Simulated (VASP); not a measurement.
Crystal: AlTlS3.

```
Al Tl S
1.0
     4.75400    0.00000    0.00000
    -2.37700    4.11709    0.00000
     0.00000    0.00000    7.50183
Al Tl S
1 1 3
Cartesian
  2.3770 1.3724 1.6884
  0.0000 2.7447 5.8488
  0.0000 0.0000 0.0337
  0.0000 2.7447 2.7377
  2.3770 1.3724 4.6951
```

| Quantity | Value |
| --- | --- |
| Program | VASP 6.6.1 |
| Task | relaxation of cell and atoms |
| Functional | PBE |
| Potentials or basis | VASP PAW PBE potentials, release 64 (Al, Tl_d, S) |
| Cutoff | 600 eV |
| k mesh | 6 × 6 × 2 |
| Occupations | gaussian, width 0.1 eV |
| Spin | no spin polarisation |

At the start: pressure -9.7 GPa; volume 29.37 Å³/atom.

Q: Where does the relaxation end?

A: Over 29 steps the energy falls by 801.9 meV/atom and the volume is 23.06 Å³/atom (-21.5 %); space group P3m1 (No. 156, to 0.05 Å).

Step by step:
| step | energy change (eV) | largest force (eV/Å) | pressure (GPa) | volume (Å³) |
| --- | --- | --- | --- | --- |
| 1 | 0.0000 | 1.1492 | -9.70 | 146.83 |
| 2 | -2.1802 | 1.5696 | -4.27 | 112.07 |
| 3 | -2.4463 | 1.5683 | 1.78 | 101.63 |
| 4 | -2.4493 | 1.5603 | 2.74 | 100.40 |
| 5 | -3.0372 | 0.9090 | 4.71 | 97.87 |
| 6 | -3.1525 | 1.5759 | 8.12 | 95.42 |
| 7 | -3.4940 | 1.6797 | 0.79 | 103.70 |
| 8 | -3.5015 | 1.6925 | -0.28 | 105.34 |
| 9 | -3.6368 | 1.3690 | -0.90 | 105.72 |
| 10 | -3.8063 | 0.7311 | -2.09 | 106.60 |
| 11 | -3.8091 | 0.7104 | -2.26 | 106.75 |
| 12 | -3.8598 | 0.5982 | 1.58 | 102.19 |
| 13 | -3.8655 | 0.6004 | 0.58 | 103.25 |
| 14 | -3.8958 | 0.3757 | 0.64 | 103.92 |
| 15 | -3.9139 | 0.3788 | 0.84 | 104.96 |
| 16 | -3.9297 | 0.3234 | -0.79 | 107.80 |
| 17 | -3.9297 | 0.3313 | -0.84 | 107.89 |
| 18 | -3.9475 | 0.2974 | -0.57 | 108.02 |
| 19 | -3.9687 | 0.2445 | 0.34 | 108.39 |
| 20 | -3.9852 | 0.1479 | 0.57 | 109.59 |
| 21 | -3.9957 | 0.2036 | 1.02 | 111.34 |
| 22 | -4.0045 | 0.1141 | -0.34 | 114.80 |
| 23 | -4.0046 | 0.1031 | -0.22 | 114.42 |
| 24 | -4.0064 | 0.0653 | -0.17 | 114.64 |
| 25 | -4.0075 | 0.0832 | -0.11 | 114.94 |
| 26 | -4.0075 | 0.0924 | -0.11 | 115.01 |
| 27 | -4.0085 | 0.0554 | 0.18 | 114.81 |
| 28 | -4.0086 | 0.0471 | 0.24 | 114.76 |
| 29 | -4.0093 | 0.0306 | 0.06 | 115.30 |

Final structure:
```
Al Tl S
1.0
     3.71351    0.00000    0.00000
    -1.85676    3.21600    0.00000
     0.00000    0.00000    9.65449
Al Tl S
1 1 3
Cartesian
  1.8568 1.0720 1.7941
  0.0000 2.1440 7.9168
  0.0000 0.0000 0.2427
  0.0000 2.1440 2.8499
  1.8568 1.0720 6.5055
```

Caveat: the volume moved by over 15 % at a fixed basis, so the end points are rough; this functional lacks dispersion, which binds the layers, so the pressure and a relaxed spacing across them are unreliable.
